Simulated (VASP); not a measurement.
Input of a VASP 6.6.1 run:

The input INCAR:

```
PREC     = Accurate       # precision mode
ENCUT    = 910            # plane-wave cutoff, eV
EDIFF    = 1E-6           # SCF threshold, eV
ISMEAR   = 0              # smearing method
SIGMA    = 0.05           # smearing width, eV
LREAL    = False          # projectors in reciprocal space
LASPH    = True           # aspherical terms in the spheres
NELM     = 120            # most SCF steps
ALGO     = Normal         # electronic algorithm
ISIF     = 2              # what is computed and relaxed
LWAVE    = False          # write WAVECAR
LCHARG   = True           # write CHGCAR
GGA      = CA             # functional
LELF     = True           # ELF
LVHAR    = True         
NBANDS   = 28             # bands
GGA_COMPAT= False
```

KPOINTS

```
Automatic mesh
0
Gamma
  6 6 6
```

The input POSCAR:

```
BaTiO3
1.0
    3.9605854772      0.0000000000      0.0000000000
    0.0000000000      3.9605854772      0.0000000000
    0.0000000000      0.0000000000      3.9605854772
Ba Ti O
1 1 3
Direct
    0.5000000000      0.5000000000      0.5000000000
    0.0000000000      0.0000000000      0.0000000000
    0.5000000000      0.0000000000      0.0000000000
    0.0000000000      0.5000000000      0.0000000000
    0.0000000000      0.0000000000      0.5000000000
```

Potentials or basis: VASP PAW LDA potentials, release 64 (Ba_sv, Ti_sv, O_h).

The run is started by

```sh
$ cat potpaw_LDA.64/Ba_sv/POTCAR potpaw_LDA.64/Ti_sv/POTCAR potpaw_LDA.64/O_h/POTCAR > POTCAR
$ mpirun -np 1 vasp_std > vasp.out
```

Predict the band gap on the k mesh.

1.72 eV, indirect (least direct gap 1.83 eV).

Estimate the pressure.

-1.7 GPa.

Caveat: the cutoff is under 1.25 times the usual one of these potentials, so pressure, stress and relaxed cells hold a basis-set (Pulay) error; spin-orbit coupling is left out, which moves the levels of the heavy elements. A k mesh can miss the band edges.
